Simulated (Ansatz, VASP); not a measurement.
## Two plane-wave programs on FeO

POSCAR

```
FeO
1.0
    2.6281660000     -1.6021040000      0.0000000000
    2.6281660000      1.6021040000      0.0000000000
   -1.3498300000      0.0000000000      5.0800590000
Fe O
2 2
Direct
    0.5000000000      0.5000000000      0.5000000000
    0.0000000000      0.0000000000      0.0000000000
    0.7500000000      0.7500000000      0.2500000000
    0.2500000000      0.2500000000      0.7500000000
```

File INCAR.step1:

```
SYSTEM = FeO
  ALGO = Normal
  EDIFF = 1E-4
  ENCUT = 520
  GGA = PE
  ISMEAR = 0
  ISPIN = 2
  LASPH = .True.
  LCHARG = .False.
  LMAXMIX = 4
  LREAL = .False.
  LWAVE = .True.
  MAGMOM = 3.5 -3.5 0 0
  NBANDS = 26
  NELM = 150
  PREC = Accurate
  SIGMA = 0.1
```

INCAR.step2

```
SYSTEM = FeO
  ALGO = Normal
  EDIFF = 1E-7
  ENCUT = 520
  ISIF = 2
  ISMEAR = 0
  ISPIN = 2
  ISTART = 1
  LASPH = .True.
  LCHARG = .False.
  LMAXMIX = 4
  LMIXTAU = .True.
  LORBIT = 11
  LREAL = .False.
  LWAVE = .False.
  MAGMOM = 3.5 -3.5 0 0
  METAGGA = R2SCAN
  NBANDS = 26
  NELM = 150
  PREC = Accurate
  SIGMA = 0.1
```

KPOINTS

```
k-points
0
Gamma
  8 8 5
  0 0 0
```

Input for Ansatz:

```yaml
crystal:
  lattice:
    - [2.628166, -1.602104, 0.0]
    - [2.628166, 1.602104, 0.0]
    - [-1.34983, 0.0, 5.080059]
  atoms:
    - { symbol: Fe, position: [0.5, 0.5, 0.5], spin: 3.5 }
    - { symbol: Fe, position: [0.0, 0.0, 0.0], spin: -3.5 }
    - { symbol: O, position: [0.75, 0.75, 0.25] }
    - { symbol: O, position: [0.25, 0.25, 0.75] }
basis:
  ecutwfc: 550.0
kpoints:
  mp_grid:
    grid: [8, 8, 5]
hamiltonian:
  xc: r2scan
  pseudopotentials:
    kind: paw
magnetization:
  spin_polarized: true
scf:
  occupations:
    method: gaussian
    width: 0.1
output:
  stress: true
```

Alike in both runs: task single point; functional r2SCAN; k mesh 8 × 8 × 5; occupations gaussian, width 0.1 eV; collinear spin.

```csv
,VASP,Ansatz
version,VASP 6.6.1,Ansatz 0.2.0
potentials or method,"VASP PAW PBE potentials, release 64 (Fe, O), cutoff 520 eV","plane waves, PAW"
valence electrons in the cell,28,44
```

```csv
,VASP,Ansatz,Ansatz less VASP
pressure (GPa),-10.7,-10.7,0.00
"traceless stress, the component that is largest in VASP (GPa)",-3.73,-3.69,+0.042
net moment per atom (μB),0.00,0.00,0.000
size of the moment on the site where the two differ most (μB),3.56,3.36,-0.205
```

VASP's potentials were made for PBE, not for r2SCAN. Site moments also hang on the region over which each program counts them. VASP's potentials hold 28 valence electrons a cell and Ansatz's 44, so a difference there can come from the potentials and not from the codes. Ansatz's warnings: stability check not made.
